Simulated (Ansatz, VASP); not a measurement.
# SiO2: VASP beside Ansatz

INCAR

```
SYSTEM = SiO2
PREC = Accurate
ENCUT = 600
EDIFF = 1E-7
ISMEAR = 0
SIGMA = 0.02
LREAL = .FALSE.
LASPH = .TRUE.
NELM = 60
ALGO = Normal
ISIF = 3
LWAVE = .FALSE.
LCHARG = .FALSE.
GGA = PE
IBRION = 2
NSW = 100
EDIFFG = -0.005
LUSENCCL = .FALSE.
```

File KPOINTS:

```
Automatic mesh
0
G
  6 6 4
  0 0 0
```

File POSCAR:

```
SiO2
1.0
    4.9820000000      0.0000000000      0.0000000000
    0.0000000000      4.9820000000      0.0000000000
    0.0000000000      0.0000000000      6.9630000000
Si O
4 8
Direct
    0.2989700000      0.2989700000      0.0000000000
    0.2010300000      0.7989700000      0.2500000000
    0.7010300000      0.7010300000      0.5000000000
    0.7989700000      0.2010300000      0.7500000000
    0.2398900000      0.1034700000      0.1781300000
    0.3965300000      0.7398900000      0.4281300000
    0.7601100000      0.8965300000      0.6781300000
    0.6034700000      0.2601100000      0.9281300000
    0.7398900000      0.3965300000      0.5718700000
    0.8965300000      0.7601100000      0.3218700000
    0.2601100000      0.6034700000      0.0718700000
    0.1034700000      0.2398900000      0.8218700000
```

Input for Ansatz:

```yaml
crystal:
  lattice:
    - [4.982, 0.0, 0.0]
    - [0.0, 4.982, 0.0]
    - [0.0, 0.0, 6.963]
  atoms:
    - { symbol: Si, position: [0.29897, 0.29897, 0.0] }
    - { symbol: Si, position: [0.20103, 0.79897, 0.25] }
    - { symbol: Si, position: [0.70103, 0.70103, 0.5] }
    - { symbol: Si, position: [0.79897, 0.20103, 0.75] }
    - { symbol: O, position: [0.23989, 0.10347, 0.17813] }
    - { symbol: O, position: [0.39653, 0.73989, 0.42813] }
    - { symbol: O, position: [0.76011, 0.89653, 0.67813] }
    - { symbol: O, position: [0.60347, 0.26011, 0.92813] }
    - { symbol: O, position: [0.73989, 0.39653, 0.57187] }
    - { symbol: O, position: [0.89653, 0.76011, 0.32187] }
    - { symbol: O, position: [0.26011, 0.60347, 0.07187] }
    - { symbol: O, position: [0.10347, 0.23989, 0.82187] }
basis:
  ecutwfc: 420
kpoints:
  mp_grid: { grid: [6, 6, 4] }
hamiltonian:
  xc: pbe
scf:
  occupations: { method: gaussian, width: 0.02 }
output:
  forces: true
  stress: true
  eigenvalues: true
relax:
  adjacent_minimum: "off"
  f_tol: 0.005
  max_steps: 80
  cell: { stress_tol: 0.05 }
```

Alike in both runs: task relaxation of cell and atoms; functional PBE; k mesh 6 × 6 × 4; occupations gaussian, width 0.02 eV; no spin polarisation.

|  | VASP | Ansatz |
| --- | --- | --- |
| version | VASP 6.6.1 | Ansatz 0.2.0 |
| potentials or method | VASP PAW PBE potentials, release 64 (Si, O), cutoff 600 eV | scalar-relativistic, plane waves, PAW |
| valence electrons in the cell | 64 | 64 |

```tsv
	VASP	Ansatz	Ansatz less VASP
gap on the k mesh at the Fermi level, each at its own relaxed structure (eV)	5.52	5.51	-0.007
relaxed volume (Å³/atom)	15.25	15.29	+0.044
relaxed length of the cell vector where the two differ most in proportion (Å)	7.091	7.101	+0.0094
```
